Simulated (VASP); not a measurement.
# AlN (R-3m) in VASP: a series of runs

AlN is run at these levels: PBE; tasks: single point.

Everything below comes from runs of VASP 6.6.1. Logs are shortened: lines on timing, memory, paths and dates and some standing lists are left out, and cuts for length are marked.

### 1 The cell of the first run

The structure is trigonal, space group R-3m (No. 166). The conventional cell has a = 2.936 Å, b = 2.936 Å, c = 6.771 Å, α = 90.00°, β = 90.00°, γ = 120.00°. Al (site symmetry -3m) has 6 N at 2.04 Å within 2.7 Å. N (site symmetry -3m) has 6 Al at 2.04 Å within 2.7 Å.

### 2 Single point, PBE

The input, INCAR:

```
  PREC = Accurate
  ENCUT = 520
  EDIFF = 1E-6
  ISMEAR = 0
  SIGMA = 0.05
  LREAL = False
  LASPH = True
  NELM = 60
  ALGO = Normal
  ISIF = 2
  LWAVE = False
  LCHARG = False
  GGA = PE
  NBANDS = 11
```

The input, KPOINTS:

```
Automatic mesh
0
Gamma
  10 10 10
```

The input, POSCAR:

```
AlN
1.0
   -0.0809723037      1.9952406120      1.9952406120
    1.9952406120     -0.0809723037      1.9952406120
    1.9952406120      1.9952406120     -0.0809723037
Al N
1 1
Direct
    0.5000000000      0.5000000000      0.5000000000
    0.0000000000      0.0000000000      0.0000000000
```

Potentials or basis: VASP PAW PBE potentials, release 64 (Al, N).

Run with:

```
$ cat potpaw_PBE.64/Al/POTCAR potpaw_PBE.64/N/POTCAR > POTCAR
$ mpirun -np 1 vasp_std > vasp.out
```

OUTCAR:

```text
PREC = Accurate
   ENCUT = 520
   EDIFF = 1E-6
   ISMEAR = 0
   LREAL = False
   LASPH = True
   NELM = 60
   ISIF = 2
   GGA = PE

 ion  position               nearest neighbor table
   1  0.500  0.500  0.500-   2 2.04   2 2.04   2 2.04   2 2.04   2 2.04   2 2.04
   2  0.000  0.000  0.000-   1 2.04   1 2.04   1 2.04   1 2.04   1 2.04   1 2.04

  LATTYP: Found a trigonal (rhomboedric) cell.
 ALAT       =     2.8228578982
 COS(alpha) =     0.4590392646

  Lattice vectors:

 A1 = (  -0.0809723037,   1.9952406120,   1.9952406120)
 A2 = (   1.9952406120,  -0.0809723037,   1.9952406120)
 A3 = (   1.9952406120,   1.9952406120,  -0.0809723037)

Analysis of symmetry for initial positions (statically):
=====================================================================
 Subroutine PRICEL returns:
 Original cell was already a primitive cell.

 Routine SETGRP: Setting up the symmetry group for a
 trigonal (rhombohedral) supercell.

 Subroutine GETGRP returns: Found 12 space group operations
 (whereof 12 operations were pure point group operations)
 out of a pool of 12 trial point group operations.

The static configuration has the point symmetry D_3d.

Analysis of symmetry for dynamics (positions and initial velocities):
=====================================================================
 Subroutine PRICEL returns:
 Original cell was already a primitive cell.

 Routine SETGRP: Setting up the symmetry group for a
 trigonal (rhombohedral) supercell.

 Subroutine GETGRP returns: Found 12 space group operations
 (whereof 12 operations were pure point group operations)
 out of a pool of 12 trial point group operations.

The dynamic configuration has the point symmetry D_3d.

 Subroutine INISYM returns: Found 12 space group operations
 (whereof 12 operations are pure point group operations),
 and found     1 'primitive' translations

----------------------------------------------------------------------------------------

                                     Primitive cell

  volume of cell :      16.8526

  direct lattice vectors                    reciprocal lattice vectors
    -0.080972304  1.995240612  1.995240612    -0.235835247  0.245810924  0.245810924
     1.995240612 -0.080972304  1.995240612     0.245810924 -0.235835247  0.245810924
     1.995240612  1.995240612 -0.080972304     0.245810924  0.245810924 -0.235835247

  length of vectors
     2.822857898  2.822857898  2.822857898     0.420076522  0.420076522  0.420076522

  position of ions in fractional coordinates (direct lattice)
     0.500000000  0.500000000  0.500000000
     0.000000000  0.000000000  0.000000000

  ion indices of the primitive-cell ions
   primitive index   ion index
                 1           1
                 2           2

----------------------------------------------------------------------------------------

 KPOINTS: Automatic mesh

Automatic generation of k-mesh.
 Grid dimensions read from file:
 generate k-points for:   10   10   10

 Generating k-lattice:

  Cartesian coordinates                     Fractional coordinates (reciprocal lattice)
    -0.023583525  0.024581092  0.024581092     0.100000000  0.000000000  0.000000000
     0.024581092 -0.023583525  0.024581092     0.000000000  0.100000000  0.000000000
     0.024581092  0.024581092 -0.023583525     0.000000000  0.000000000  0.100000000

  Length of vectors
     0.042007652  0.042007652  0.042007652

  Shift w.r.t. Gamma in fractional coordinates (k-lattice)
     0.000000000  0.000000000  0.000000000

 Subroutine IBZKPT returns following result:
 ===========================================

 Found    116 irreducible k-points:

 Following reciprocal coordinates:
            Coordinates               Weight
  0.000000  0.000000  0.000000      1.000000
  0.100000  0.000000  0.000000      6.000000
  0.200000  0.000000  0.000000      6.000000
  0.300000  0.000000 -0.000000      6.000000
  0.400000  0.000000  0.000000      6.000000
  0.500000  0.000000  0.000000      3.000000
[... 16 lines left out ...]
  0.300000  0.300000 -0.000000      6.000000
  0.400000  0.300000 -0.000000     12.000000
 [... further k-points ...]
   k-points           NKPTS =    116   k-points in BZ     NKDIM =    116   number of bands    NBANDS=     11
   number of dos      NEDOS =    301   number of ions     NIONS =      2
   total plane-waves  NPLWV =  13824
   dimension x,y,z NGX =    24 NGY =   24 NGZ =   24
   dimension x,y,z NGXF=    48 NGYF=   48 NGZF=   48
   ions per type =               1   1
   NGX,Y,Z   is equivalent  to a cutoff of  14.13, 14.13, 14.13 a.u.
   NGXF,Y,Z  is equivalent  to a cutoff of  28.27, 28.27, 28.27 a.u.
 SYSTEM =  unknown system
   PREC   = accura    normal or accurate (medium, high low for compatibility)
   ISTART =      0    job   : 0-new  1-cont  2-samecut
   ICHARG =      2    charge: 1-file 2-atom 10-const
   ISPIN  =      1    spin polarized calculation?
   LNONCOLLINEAR =      F non collinear calculations
   LSORBIT =      F    spin-orbit coupling
   LASPH  =      T    aspherical Exc in radial PAW
   ENCUT  =  520.0 eV  38.22 Ry    6.18 a.u.   5.25  5.25  5.25*2*pi/ulx,y,z
   NELM   =     60;   NELMIN=  2; NELMDL= -5     # of ELM steps
   EDIFF  = 0.1E-05   stopping-criterion for ELM
   LREAL  =      F    real-space projection
   EDIFFG = 0.1E-04   stopping-criterion for IOM
   NSW    =      0    number of steps for IOM
   IBRION =     -1    ionic relax: 0-MD 1-quasi-New 2-CG
   NFREE  =      0    steps in history (QN), initial steepest desc. (CG)
   ISIF   =      2    stress and relaxation
   ISYM   =      2    0-nonsym 1-usesym 2-fastsym
   POTIM  = 0.5000    time-step for ionic-motion
   TEBEG  =    0.0;   TEEND  =   0.0 temperature during run
   PSTRESS=    0.0 pullay stress
   NELECT =       8.0000    total number of electrons
   NUPDOWN=      -1.0000    fix difference up-down
   EMIN   =  10.00;   EMAX   =-10.00  energy-range for DOS
   EFERMI =   0.00;   METHOD = LEGACY
   ISMEAR =     0;   SIGMA  =   0.05  broadening in eV -4-tet -1-fermi 0-gaus
   EFERMI_NEDOS =   21; number of points for ismear=-14 and -15
   IALGO  =     38    algorithm
   IMIX   =      4    mixing-type and parameters
     AMIX     =   0.40;   BMIX     =  1.00
     AMIX_MAG =   1.60;   BMIX_MAG =  1.00
  volume/ion in A,a.u.               =       8.43        56.86
  Fermi-wavevector in a.u.,A,eV,Ry     =   1.277074  2.413320 22.189997  1.630919
  Thomas-Fermi vector in A             =   2.409694
   LORBIT       =      0    0 simple, 1 ext, 2 COOP (PROOUT), +10 PAW based schemes
   GGA     = PE    functional components
   LHFCALC =     F    Hartree Fock is set to
   AEXX    =    0.0000 exact exchange contribution
   IVDW    =     0    specifies the selected vdW correction
   LEPSILON=     F    determine dielectric tensor
   LRPA    =     F    only Hartree local field effects (RPA)
 non-spin polarized calculation
 Gauss-broadening in eV      SIGMA  =   0.05
  energy-cutoff  :      520.00
  volume of cell :       16.85
 maximum number of plane-waves:       471
 NGX is ok and might be reduce to    24

 number of electron       8.0000001 magnetization

 Free energy of the ion-electron system (eV)
  ---------------------------------------------------
  ext. energy  EPLUGINS =         0.00000000
  ---------------------------------------------------
  free energy    TOTEN  =       -14.47152859 eV

  energy without entropy =      -14.47152859  energy(sigma->0) =      -14.47152859

 E-fermi :  10.4993     XC(G=0): -12.1961

 val. band max:       10.2301148490   @ k =   0.0000   0.0000   0.0000
 cond. band min:      13.7968491578   @ k =   0.5000   0.5000  -0.0000
 fundamental gap:      3.5667343089
 Fermi energy:        10.4993151440

 k-point     1 :       0.0000    0.0000    0.0000
  band No.  band energies     occupation
      1      -7.6551      2.00000
      2       9.4698      2.00000
      3       9.4698      2.00000
      4      10.2301      2.00000
      5      14.9716      0.00000
      6      21.2126      0.00000
      7      21.2126      0.00000
      8      23.2667      0.00000
      9      26.6016      0.00000
     10      27.4239      0.00000
     11      27.4239      0.00000

 k-point     2 :       0.1000    0.0000    0.0000
  band No.  band energies     occupation
      1      -7.4591      2.00000
      2       8.4936      2.00000
      3       9.3698      2.00000
      4      10.0489      2.00000
      5      15.6430      0.00000
      6      20.5726      0.00000
      7      21.5463      0.00000
      8      23.3331      0.00000
      9      25.5979      0.00000
     10      26.0253      0.00000
     11      27.9292      0.00000

 k-point     3 :       0.2000    0.0000    0.0000
  band No.  band energies     occupation
      1      -6.8897      2.00000
      2       6.3810      2.00000
      3       9.1265      2.00000
      4       9.7357      2.00000
      5      16.4459      0.00000
      6      20.1104      0.00000
      7      22.0134      0.00000
      8      23.0939      0.00000
      9      24.5802      0.00000
     10      25.9616      0.00000
     11      27.2750      0.00000
[... 267 lines left out ...]
 k-point    23 :       0.3000    0.3000   -0.0000
  band No.  band energies     occupation
      1      -5.4392      2.00000
      2       4.9597      2.00000
      3       7.3663      2.00000
      4       8.1334      2.00000
      5      15.8274      0.00000
      6      17.0293      0.00000
      7      21.0920      0.00000
      8      24.8013      0.00000
      9      25.5382      0.00000
     10      30.1115      0.00000
     11      33.3372      0.00000

 k-point    24 :       0.4000    0.3000   -0.0000
  band No.  band energies     occupation
      1      -4.7062      2.00000
      2       3.9053      2.00000
      3       6.6802      2.00000
      4       7.8914      2.00000
      5      15.7785      0.00000
      6      16.5309      0.00000
      7      21.5275      0.00000
      8      25.4541      0.00000
      9      25.5395      0.00000
     10      31.4232      0.00000
     11      34.0669      0.00000

 [... further k-points ...]

------------------------ aborting loop because EDIFF is reached ----------------------------------------

  FORCE on cell =-STRESS in cart. coord.  units (eV):
  Direction    XX          YY          ZZ          XY          YZ          ZX
  --------------------------------------------------------------------------------------
  -------------------------------------------------------------------------------------
  Total        0.0143203      0.0143203      0.0143203      1.2033489      1.2033489      1.2033489
  in kB        1.3614310      1.3614310      1.3614310    114.4026674    114.4026674    114.4026674
  external PRESSURE =       1.3614310 kB  Pullay stress =       0.0000000 kB

 VOLUME and BASIS-vectors are now :
 -----------------------------------------------------------------------------
  energy-cutoff  :      520.00
  volume of cell :       16.85
      direct lattice vectors                 reciprocal lattice vectors
    -0.080972304  1.995240612  1.995240612    -0.235835247  0.245810924  0.245810924
     1.995240612 -0.080972304  1.995240612     0.245810924 -0.235835247  0.245810924
     1.995240612  1.995240612 -0.080972304     0.245810924  0.245810924 -0.235835247

 POSITION                                       TOTAL-FORCE (eV/Angst)
 -----------------------------------------------------------------------------------
      1.95475      1.95475      1.95475         0.000000     -0.000000     -0.000000
      0.00000      0.00000      0.00000        -0.000000      0.000000      0.000000
 -----------------------------------------------------------------------------------
    total drift:                                0.000000     -0.000000     -0.000000

  FREE ENERGIE OF THE ION-ELECTRON SYSTEM (eV)
  ---------------------------------------------------
  free  energy   TOTEN  =       -14.4715285885 eV

  energy  without entropy=      -14.4715285885  energy(sigma->0) =      -14.47152859
```

Wall time 36 s (1 thread of AMD EPYC 7R43 (Zen 3), shared host); peak memory 0.11 GiB.

What came out:

- Free energy: -14.4715 eV
- Pressure: 0.1 GPa
- Band gap on the k mesh: 3.57 eV, indirect (least direct gap 4.74 eV)

Stress tensor (GPa, compression positive):
```
 0.14 11.44 11.44
11.44  0.14 11.44
11.44 11.44  0.14
```

### 3 Single point, PBE

This run uses another cell than the first one, of the same volume but with other edges.

The input, INCAR:

```
ALGO = Normal
EDIFF = 1E-6
ENCUT = 520
GGA = PE
ISIF = 2
ISMEAR = 0
LASPH = T
LCHARG = F
LREAL = F
LWAVE = F
NBANDS = 11
NELM = 100
PREC = Accurate
SIGMA = 0.05
```

The input, KPOINTS:

```
k-points
0
Gamma
  10 10 10
```

The input, POSCAR:

```
AlN
1.0
    0.0410971890      2.0556652783      2.0556652783
    2.0556652783      0.0410971890      2.0556652783
    2.0556652783      2.0556652783      0.0410971890
Al N
1 1
Direct
    0.5000000000      0.5000000000      0.5000000000
    0.0000000000      0.0000000000      0.0000000000
```

Potentials or basis: VASP PAW PBE potentials, release 64 (Al, N).

Run with:

```
$ cat potpaw_PBE.64/Al/POTCAR potpaw_PBE.64/N/POTCAR > POTCAR
$ mpirun -np 1 vasp_std > vasp.out
```

Run time: 32 s. Hardware: 1 thread of AMD EPYC 7R43 (Zen 3), shared host; peak memory 0.1 GiB.

It converged, with:

| Quantity | Value |
| --- | --- |
| Free energy | -14.5260 eV |
| Pressure | -0.1 GPa |
| Band gap on the k mesh | 4.17 eV, indirect (least direct gap 5.20 eV) |

Stress tensor (GPa, compression positive):
```
-0.06 -6.34 -6.34
-6.34 -0.06 -6.34
-6.34 -6.34 -0.06
```

Levels at points of the mesh, in eV from the valence-band top:
```csv
k point,band 1,band 2,band 3,band 4,band 5,band 6,band 7,band 8
"(0.00, 0.00, 0.00)",-17.52,-0.43,0.00,0.00,5.20,11.42,12.26,12.26
"(0.50, 0.00, 0.00)",-14.28,-8.25,-1.38,-1.11,5.70,10.41,10.72,12.92
"(0.50, 0.50, 0.00)",-13.38,-7.39,-3.09,-2.68,4.17,5.30,13.60,16.76
"(0.50, 0.50, 0.50)",-14.49,-8.54,-0.97,-0.97,6.27,11.16,11.16,12.57
```
